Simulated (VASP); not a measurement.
# Ga2PN (P-6m2) in VASP: notebook

Runs on Ga2PN. Level: PBE. Tasks: single point.

Everything below comes from runs of VASP 6.6.1. Logs are shortened: lines on timing, memory, paths and dates and some standing lists are left out, and cuts for length are marked.

## Step 1: The cell of the first run

Symmetry: P-6m2, No. 187, hexagonal system. Conventional cell: a = 3.241 Å, b = 3.241 Å, c = 5.953 Å, α = 90.00°, β = 90.00°, γ = 120.00°. Ga (site symmetry 3m) has 3 N at 2.27 Å and 3 P at 2.52 Å and 1 Ga at 2.57 Å within 3.0 Å. P (site symmetry -6m2) has 6 Ga at 2.52 Å and 6 P at 3.24 Å within 3.3 Å. N (site symmetry -6m2) has 6 Ga at 2.27 Å within 3.0 Å.

The cell was built from a structure type or drawn by symmetry, and may not be a known phase.

## Step 2: Single point, PBE, collinear spin, ferromagnetic start

INCAR

```
SYSTEM = Ga2PN
  PREC = Accurate
  ENCUT = 600
  EDIFF = 1E-6
  ISMEAR = 0
  SIGMA = 0.1
  LREAL = .FALSE.
  LASPH = .TRUE.
  NELM = 200
  ALGO = Normal
  ISIF = 2
  LWAVE = .FALSE.
  LCHARG = .FALSE.
  ISPIN = 2
  MAGMOM = 0 0 0 1
  LORBIT = 11
  GGA = PE
  NBANDS = 30
  GGA_COMPAT = .FALSE.
```

KPOINTS

```
regular mesh
0
G
  6 6 4
  0 0 0
```

POSCAR

```
Ga2PN
1.0
    3.2408886741      0.0000000000      0.0000000000
   -1.6204443371      2.8066919226      0.0000000000
    0.0000000000      0.0000000000      5.9532215578
Ga P N
2 1 1
Direct
    0.6666666667      0.3333333333      0.7843050840
    0.6666666667      0.3333333333      0.2156949160
    0.3333333333      0.6666666667      0.5000000000
    0.0000000000      0.0000000000      0.0000000000
```

Potentials or basis: VASP PAW PBE potentials, release 64 (Ga_d, P, N).

Run with:

```
> cat potpaw_PBE.64/Ga_d/POTCAR potpaw_PBE.64/P/POTCAR potpaw_PBE.64/N/POTCAR > POTCAR
> mpirun -np 1 vasp_std > vasp.out
```

OUTCAR:

```text
SYSTEM = Ga2PN
   PREC = Accurate
   ENCUT = 600
   EDIFF = 1E-6
   ISMEAR = 0
   LREAL = .FALSE.
   LASPH = .TRUE.
   NELM = 200
   ISIF = 2
   ISPIN = 2
   LORBIT = 11
   GGA = PE

 ion  position               nearest neighbor table
   1  0.667  0.333  0.784-   4 2.27   4 2.27   4 2.27   3 2.52   3 2.52   3 2.52   2 2.57
   2  0.667  0.333  0.216-   4 2.27   4 2.27   4 2.27   3 2.52   3 2.52   3 2.52   1 2.57
   3  0.333  0.667  0.500-   1 2.52   2 2.52   1 2.52   2 2.52   1 2.52   2 2.52
   4  0.000  0.000  0.000-   1 2.27   2 2.27   1 2.27   2 2.27   1 2.27   2 2.27

  LATTYP: Found a hexagonal cell.
 ALAT       =     3.2408886741
 C/A-ratio  =     1.8369102294

  Lattice vectors:

 A1 = (   3.2408886741,   0.0000000000,   0.0000000000)
 A2 = (  -1.6204443371,   2.8066919226,   0.0000000000)
 A3 = (   0.0000000000,   0.0000000000,   5.9532215578)

Analysis of symmetry for initial positions (statically):
=====================================================================
 Subroutine PRICEL returns:
 Original cell was already a primitive cell.

 Routine SETGRP: Setting up the symmetry group for a
 hexagonal supercell.

 Subroutine GETGRP returns: Found 12 space group operations
 (whereof 12 operations were pure point group operations)
 out of a pool of 24 trial point group operations.

The static configuration has the point symmetry D_3h.

Analysis of symmetry for dynamics (positions and initial velocities):
=====================================================================
 Subroutine PRICEL returns:
 Original cell was already a primitive cell.

 Routine SETGRP: Setting up the symmetry group for a
 hexagonal supercell.

 Subroutine GETGRP returns: Found 12 space group operations
 (whereof 12 operations were pure point group operations)
 out of a pool of 24 trial point group operations.

The dynamic configuration has the point symmetry D_3h.

Analysis of structural, dynamic, and magnetic symmetry:
=====================================================================
 Subroutine PRICEL returns:
 Original cell was already a primitive cell.

 Routine SETGRP: Setting up the symmetry group for a
 hexagonal supercell.

 Subroutine GETGRP returns: Found 12 space group operations
 (whereof 12 operations were pure point group operations)
 out of a pool of 24 trial point group operations.

The overall configuration has the point symmetry D_3h.

 Subroutine INISYM returns: Found 12 space group operations
 (whereof 12 operations are pure point group operations),
 and found     1 'primitive' translations

----------------------------------------------------------------------------------------

                                     Primitive cell

  volume of cell :      54.1516

  direct lattice vectors                    reciprocal lattice vectors
     3.240888674  0.000000000  0.000000000     0.308557344  0.178145665  0.000000000
    -1.620444337  2.806691923  0.000000000     0.000000000  0.356291331  0.000000000
     0.000000000  0.000000000  5.953221558     0.000000000  0.000000000  0.167976278

  length of vectors
     3.240888674  3.240888674  5.953221558     0.356291331  0.356291331  0.167976278

  position of ions in fractional coordinates (direct lattice)
     0.666666667  0.333333333  0.784305084
     0.666666667  0.333333333  0.215694916
     0.333333333  0.666666667  0.500000000
     0.000000000  0.000000000  0.000000000

  ion indices of the primitive-cell ions
   primitive index   ion index
                 1           1
                 2           2
                 3           3
                 4           4

----------------------------------------------------------------------------------------

 KPOINTS: regular mesh

Automatic generation of k-mesh.
 Grid dimensions read from file:
 generate k-points for:    6    6    4

 Generating k-lattice:

  Cartesian coordinates                     Fractional coordinates (reciprocal lattice)
     0.051426224  0.029690944  0.000000000     0.166666667  0.000000000  0.000000000
     0.000000000  0.059381888  0.000000000     0.000000000  0.166666667  0.000000000
     0.000000000  0.000000000  0.041994070     0.000000000  0.000000000  0.250000000

  Length of vectors
     0.059381888  0.059381888  0.041994070

  Shift w.r.t. Gamma in fractional coordinates (k-lattice)
     0.000000000  0.000000000  0.000000000

 Subroutine IBZKPT returns following result:
 ===========================================

 Found     21 irreducible k-points:

 Following reciprocal coordinates:
            Coordinates               Weight
  0.000000  0.000000  0.000000      1.000000
  0.166667  0.000000  0.000000      6.000000
  0.333333  0.000000  0.000000      6.000000
  0.500000  0.000000  0.000000      3.000000
  0.166667  0.166667  0.000000      6.000000
  0.333333  0.166667  0.000000     12.000000
[... 13 lines left out ...]
  0.333333  0.166667  0.500000     12.000000
  0.333333  0.333333  0.500000      2.000000
   k-points           NKPTS =     21   k-points in BZ     NKDIM =     21   number of bands    NBANDS=     30
   number of dos      NEDOS =    301   number of ions     NIONS =      4
   total plane-waves  NPLWV =  37632
   dimension x,y,z NGX =    28 NGY =   28 NGZ =   48
   dimension x,y,z NGXF=    56 NGYF=   56 NGZF=   96
   ions per type =               2   1   1
   NGX,Y,Z   is equivalent  to a cutoff of  14.36, 14.36, 13.40 a.u.
   NGXF,Y,Z  is equivalent  to a cutoff of  28.73, 28.73, 26.81 a.u.
 SYSTEM =  Ga2PN
   PREC   = accura    normal or accurate (medium, high low for compatibility)
   ISTART =      0    job   : 0-new  1-cont  2-samecut
   ICHARG =      2    charge: 1-file 2-atom 10-const
   ISPIN  =      2    spin polarized calculation?
   LNONCOLLINEAR =      F non collinear calculations
   LSORBIT =      F    spin-orbit coupling
   LASPH  =      T    aspherical Exc in radial PAW
   ENCUT  =  600.0 eV  44.10 Ry    6.64 a.u.   6.47  6.47 11.89*2*pi/ulx,y,z
   NELM   =    200;   NELMIN=  2; NELMDL= -5     # of ELM steps
   EDIFF  = 0.1E-05   stopping-criterion for ELM
   LREAL  =      F    real-space projection
   EDIFFG = 0.1E-04   stopping-criterion for IOM
   NSW    =      0    number of steps for IOM
   IBRION =     -1    ionic relax: 0-MD 1-quasi-New 2-CG
   NFREE  =      0    steps in history (QN), initial steepest desc. (CG)
   ISIF   =      2    stress and relaxation
   ISYM   =      2    0-nonsym 1-usesym 2-fastsym
   POTIM  = 0.5000    time-step for ionic-motion
   TEBEG  =    0.0;   TEEND  =   0.0 temperature during run
   PSTRESS=    0.0 pullay stress
   NELECT =      36.0000    total number of electrons
   NUPDOWN=      -1.0000    fix difference up-down
   EMIN   =  10.00;   EMAX   =-10.00  energy-range for DOS
   EFERMI =   0.00;   METHOD = LEGACY
   ISMEAR =     0;   SIGMA  =   0.10  broadening in eV -4-tet -1-fermi 0-gaus
   EFERMI_NEDOS =   21; number of points for ismear=-14 and -15
   IALGO  =     38    algorithm
   IMIX   =      4    mixing-type and parameters
     AMIX     =   0.40;   BMIX     =  1.00
     AMIX_MAG =   1.60;   BMIX_MAG =  1.00
  volume/ion in A,a.u.               =      13.54        91.36
  Fermi-wavevector in a.u.,A,eV,Ry     =   1.428802  2.700044 27.775953  2.041475
  Thomas-Fermi vector in A             =   2.548824
   LORBIT       =     11    0 simple, 1 ext, 2 COOP (PROOUT), +10 PAW based schemes
   GGA     = PE    functional components
   LHFCALC =     F    Hartree Fock is set to
   AEXX    =    0.0000 exact exchange contribution
   IVDW    =     0    specifies the selected vdW correction
   LEPSILON=     F    determine dielectric tensor
   LRPA    =     F    only Hartree local field effects (RPA)
 spin polarized calculation
 Gauss-broadening in eV      SIGMA  =   0.10
  energy-cutoff  :      600.00
  volume of cell :       54.15
 maximum number of plane-waves:      1836
 NGX is ok and might be reduce to    28
   NGX = 13   NGY = 13   NGZ = 23

 number of electron      36.0000006 magnetization      -0.0022991

 number of electron      36.0000006 magnetization       0.0000420

 Free energy of the ion-electron system (eV)
  ---------------------------------------------------
  ext. energy  EPLUGINS =         0.00000000
  ---------------------------------------------------
  free energy    TOTEN  =       -18.31509637 eV

  energy without entropy =      -18.30172377  energy(sigma->0) =      -18.30841007

 E-fermi :   7.3650     XC(G=0): -11.6665

 val. band max:        7.3607289194   @ k =   0.3333   0.1667   0.2500
 cond. band min:       7.5439396797   @ k =   0.0000   0.0000   0.2500
 fundamental gap:      0.1832107604
 Fermi energy:         7.3649980461

 spin component 1

 k-point     1 :       0.0000    0.0000    0.0000
  band No.  band energies     occupation
      1      -8.6458      1.00000
      2      -7.9314      1.00000
      3      -7.8052      1.00000
      4      -7.8052      1.00000
      5      -7.7236      1.00000
      6      -7.7236      1.00000
[... 682 lines left out ...]
     29      20.7875      0.00000
     30      21.9801      0.00000
 Fermi energy:         7.3649980461

 spin component 2

 k-point     1 :       0.0000    0.0000    0.0000
  band No.  band energies     occupation
      1      -8.6458      1.00000
      2      -7.9314      1.00000
      3      -7.8052      1.00000
      4      -7.8051      1.00000
      5      -7.7236      1.00000
      6      -7.7236      1.00000
[... 682 lines left out ...]
     29      20.7876      0.00000
     30      21.9801      0.00000

------------------------ aborting loop because EDIFF is reached ----------------------------------------

  FORCE on cell =-STRESS in cart. coord.  units (eV):
  Direction    XX          YY          ZZ          XY          YZ          ZX
  --------------------------------------------------------------------------------------
  -------------------------------------------------------------------------------------
  Total       -0.0064032     -0.0064032      0.1319110      0.0000000      0.0000000      0.0000000
  in kB       -0.1894501     -0.1894501      3.9028409      0.0000000      0.0000000      0.0000000
  external PRESSURE =       1.1746469 kB  Pullay stress =       0.0000000 kB

 VOLUME and BASIS-vectors are now :
 -----------------------------------------------------------------------------
  energy-cutoff  :      600.00
  volume of cell :       54.15
      direct lattice vectors                 reciprocal lattice vectors
     3.240888674  0.000000000  0.000000000     0.308557344  0.178145665  0.000000000
    -1.620444337  2.806691923  0.000000000     0.000000000  0.356291331  0.000000000
     0.000000000  0.000000000  5.953221558     0.000000000  0.000000000  0.167976278

 POSITION                                       TOTAL-FORCE (eV/Angst)
 -----------------------------------------------------------------------------------
      1.62044      0.93556      4.66914         0.000000      0.000000     -0.018390
      1.62044      0.93556      1.28408         0.000000      0.000000      0.018390
     -0.00000      1.87113      2.97661        -0.000000     -0.000000      0.000000
      0.00000      0.00000      0.00000        -0.000000     -0.000000      0.000000
 -----------------------------------------------------------------------------------
    total drift:                               -0.000002      0.000001      0.000000

  FREE ENERGIE OF THE ION-ELECTRON SYSTEM (eV)
  ---------------------------------------------------
  free  energy   TOTEN  =       -18.3150963732 eV

  energy  without entropy=      -18.3017237700  energy(sigma->0) =      -18.30841007

 total charge

# of ion       s       p       d       tot
------------------------------------------
    1        0.859   0.644  10.060  11.563
    2        0.859   0.644  10.060  11.563
    3        1.076   1.412   0.000   2.488
    4        1.272   2.277   0.000   3.548
--------------------------------------------------
tot          4.064   4.977  20.121  29.163

 magnetization (x)

# of ion       s       p       d       tot
------------------------------------------
    1        0.000   0.000   0.000   0.000
    2        0.000   0.000   0.000   0.000
    3       -0.000   0.000   0.000   0.000
    4        0.000  -0.000   0.000  -0.000
--------------------------------------------------
tot          0.000   0.000   0.000   0.000
```

Wall time 2.5 min (1 thread of Intel Xeon 8259CL, shared host); peak memory 0.25 GiB.

What came out:

| Property | Result |
| --- | --- |
| Free energy | -18.3151 eV |
| Pressure | 0.1 GPa |
| Largest force | 0.018 eV/Å |
| Band gap on the k mesh | zero (filled and empty bands overlap) |
| Net moment | 0.00 μB per cell |
| Valence electrons inside the program's atomic spheres | Ga 11.56; P 2.49; N 3.55 |

Forces in eV/Å, atoms in the order of the input:
```
Ga   0.000  0.000 -0.018
Ga   0.000  0.000  0.018
P    0.000  0.000  0.000
N    0.000  0.000  0.000
```

Caveat: the k points lie up to 0.37 Å⁻¹ apart, too coarse for converged energies and pressures of a metal.

[end of part 1 of 2]
